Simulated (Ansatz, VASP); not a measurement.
SnC3: VASP beside Ansatz

INCAR

```
ALGO     = Normal         # electronic algorithm
EDIFF    = 1E-6           # SCF threshold, eV
ENCUT    = 520            # plane-wave cutoff, eV
GGA      = PE             # functional
ISIF     = 2              # what is computed and relaxed
ISMEAR   = 0              # smearing method
LASPH    = True           # aspherical terms in the spheres
LCHARG   = True           # write CHGCAR
LELF     = True           # ELF
LREAL    = False          # projectors in reciprocal space
LVHAR    = True         
LWAVE    = False          # write WAVECAR
NBANDS   = 21             # bands
NELM     = 100            # most SCF steps
PREC     = Accurate       # precision mode
SIGMA    = 0.01           # smearing width, eV
```

File KPOINTS:

```
k-points
0
Gamma
  6 6 4
```

Contents of POSCAR:

```
SnC3
1.0
    2.9788882413      0.0000000000      0.0000000000
    0.0000000000      2.9788882413      0.0000000000
    0.0000000000      0.0000000000      4.6435166726
C Sn
3 1
Direct
    0.5000000000      0.0000000000      0.8203632751
    0.5000000000      0.5000000000      0.0000000000
    0.0000000000      0.5000000000      0.1796367249
    0.0000000000      0.0000000000      0.5000000000
```

Input for Ansatz:

```yaml
crystal:
  lattice:
    - [2.9788882413, 0.0, 0.0]
    - [0.0, 2.9788882413, 0.0]
    - [0.0, 0.0, 4.6435166726]
  atoms:
    - { symbol: C, position: [0.5, 0.0, 0.8203632751] }
    - { symbol: C, position: [0.5, 0.5, 0.0] }
    - { symbol: C, position: [0.0, 0.5, 0.1796367249] }
    - { symbol: Sn, position: [0.0, 0.0, 0.5] }
kpoints:
  mp_grid: { grid: [6, 6, 4] }
hamiltonian:
  xc: pbe
scf:
  occupations: { method: fixed }
output:
  optics:
    e_range: [0, 12]
    de: 0.05
    sigma: 0.1
    bands: { spectra_wanted_up_to: 12 }
    scissors: 0.899
```

Alike in both runs: task single point; functional PBE; k mesh 6 × 6 × 4; no spin polarisation.

```csv
,VASP,Ansatz
version,VASP 6.6.1,Ansatz 0.2.0
potentials or method,"VASP PAW PBE potentials, release 64 (C, Sn_d)","plane waves, PAW"
plane-wave cutoff (eV),520,420
occupations,"gaussian, width 0.01 eV",fixed
valence electrons in the cell,26,26
```

|  | VASP | Ansatz | Ansatz less VASP |
| --- | --- | --- | --- |
| gap on the k mesh at the Fermi level (eV) | 0.33 | 0.33 | 0.000 |
